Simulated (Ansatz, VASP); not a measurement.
## C: VASP beside Ansatz

The input INCAR:

```
SYSTEM = C
  ALGO = Normal
  EDIFF = 1E-6
  ENCUT = 1300
  GGA_COMPAT = .False.
  ISIF = 2
  ISMEAR = 0
  LASPH = .True.
  LCHARG = .False.
  LREAL = .False.
  LWAVE = .False.
  NBANDS = 11
  NELM = 120
  PREC = Accurate
  SIGMA = 0.05
```

Contents of KPOINTS:

```
k-points
0
Gamma
  12 12 12
  0 0 0
```

File POSCAR:

```
C
1.0
    0.0000000000      1.8275720603      1.6421661991
    1.8275720603      0.0000000000      1.6421661991
    1.8275720603      1.8275720603      0.0000000000
C
2
Direct
    0.5000000000      0.5000000000      0.5000000000
    0.7500000000      0.7500000000      0.7500000000
```

Input for Ansatz:

```yaml
crystal:
  lattice:
    - [0.0, 1.8275720603, 1.6421661991]
    - [1.8275720603, 0.0, 1.6421661991]
    - [1.8275720603, 1.8275720603, 0.0]
  atoms:
    - { symbol: C, position: [0.5, 0.5, 0.5] }
    - { symbol: C, position: [0.75, 0.75, 0.75] }
basis:
  ecutwfc: 520.0
kpoints:
  mp_grid: { grid: [12, 12, 12] }
hamiltonian:
  xc: lda
  pseudopotentials: { kind: paw, azcp: { folder: soft_1 } }
scf:
  occupations: { method: gaussian, width: 0.05 }
output:
  forces: true
  stress: true
  eigenvalues: true
```

Change from the starting cell: strain +e along x and -e along y +0.0000, strain +e along z and -e/2 along x and y -0.0700.

Alike in both runs: task single point; functional LDA; k mesh 12 × 12 × 12; occupations gaussian, width 0.05 eV; no spin polarisation.

|  | VASP | Ansatz |
| --- | --- | --- |
| version | VASP 6.6.1 | Ansatz 0.2.0 |
| potentials or method | VASP PAW LDA potentials, release 64 (C_h), cutoff 1300 eV | scalar-relativistic, plane waves, PAW |
| valence electrons in the cell | 8 | 8 |

|  | VASP | Ansatz | Ansatz less VASP |
| --- | --- | --- | --- |
| gap on the k mesh at the Fermi level (eV) | 1.55 | 1.56 | +0.009 |
| least direct gap on the mesh (eV) | 3.90 | 3.89 | -0.003 |
| pressure (GPa) | 2.9 | 1.9 | -1.01 |
| traceless stress, the component that is largest in VASP (GPa) | 60.74 | 60.78 | +0.048 |

Ansatz warns that its potentials were made for another functional, while VASP's fit it. LDA's correlation is that of Perdew and Zunger in VASP and of Perdew and Wang (1992) in Ansatz.
